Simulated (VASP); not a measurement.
## Cu: relaxation of the atoms with PBE+D3(BJ)

System: Cu, a slab with vacuum.

```
Cu
1.0
     5.03937    0.00000    0.00000
    -2.51968    4.36422    0.00000
     0.00000    0.00000   20.11463
Cu
12
Direct
  0.33333 0.16667 0.39772
  0.33333 0.66667 0.39772
  0.83333 0.16667 0.39772
  0.83333 0.66667 0.39772
  0.66667 0.33333 0.50000
  0.66667 0.83333 0.50000
  0.16667 0.33333 0.50000
  0.16667 0.83333 0.50000
  0.00000 0.50000 0.60228
  0.00000 0.00000 0.60228
  0.50000 0.50000 0.60228
  0.50000 0.00000 0.60228
```

| Item | Value |
| --- | --- |
| Program | VASP 6.6.1 |
| Task | relaxation of the atoms |
| Functional | PBE |
| Dispersion | D3(BJ) |
| Potentials or basis | VASP PAW PBE potentials, release 64 (Cu) |
| Cutoff | 520 eV |
| k mesh | 4 × 4 × 1 |
| Occupations | gaussian, width 0.1 eV |
| Spin | no spin polarisation |
| Dipole correction | yes |
| Atoms held fixed (from 0) | [0, 1, 2, 3] |
| Further INCAR settings | ALGO = Normal; EDIFF = 1e-06; IBRION = 2; EDIFFG = -0.03; NSW = 90 |

| Property | Result |
| --- | --- |
| Energy gained by relaxing | 0.5 meV/atom |
| Ionic steps | 7 |
| Band gap on the k mesh | zero (bands 66 and 67 overlap by 0.10 eV) |
| Dispersion energy per atom | -0.394 eV |

The path:
| step | energy change (eV) | largest force on free atoms (eV/Å) | pressure (GPa) |
| --- | --- | --- | --- |
| 1 | 0.0000 | 0.0730 | -0.64 |
| 2 | -0.0009 | 0.0594 | -0.70 |
| 3 | -0.0026 | 0.0598 | -0.76 |
| 4 | -0.0027 | 0.0786 | -0.82 |
| 5 | -0.0035 | 0.0679 | -0.84 |
| 6 | -0.0052 | 0.0363 | -0.93 |
| 7 | -0.0056 | 0.0243 | -1.04 |

Final structure:
```
CELL_PARAMETERS angstrom
5.03937 0.00000 0.00000
-2.51968 4.36422 0.00000
0.00000 0.00000 20.11463
ATOMIC_POSITIONS crystal
Cu 0.33333 0.16667 0.39772
Cu 0.33333 0.66667 0.39772
Cu 0.83333 0.16667 0.39772
Cu 0.83333 0.66667 0.39772
Cu 0.66667 0.33333 0.50136
Cu 0.66667 0.83333 0.50136
Cu 0.16667 0.33333 0.50136
Cu 0.16667 0.83333 0.50136
Cu 0.00000 0.50000 0.60469
Cu 0.00000 0.00000 0.60469
Cu 0.50000 0.50000 0.60469
Cu 0.50000 0.00000 0.60469
```

Levels at points of the mesh, in eV from the Fermi level:
| k point | band 61 | band 62 | band 63 | band 64 | band 65 | band 66 | band 67 | band 68 |
| --- | --- | --- | --- | --- | --- | --- | --- | --- |
| (0.00, 0.00, 0.00) | -1.39 | -1.39 | -1.39 | -0.19 | 0.02 | 0.02 | 0.02 | 1.19 |
| (0.50, 0.00, 0.00) | -1.65 | -1.65 | -1.56 | -1.56 | 0.03 | 0.03 | 0.27 | 0.27 |

Wall time 15 min on 1 thread of AMD EPYC 9R45 96-Core Processor (Zen 5), on a shared host, peak memory 0.57 GiB.
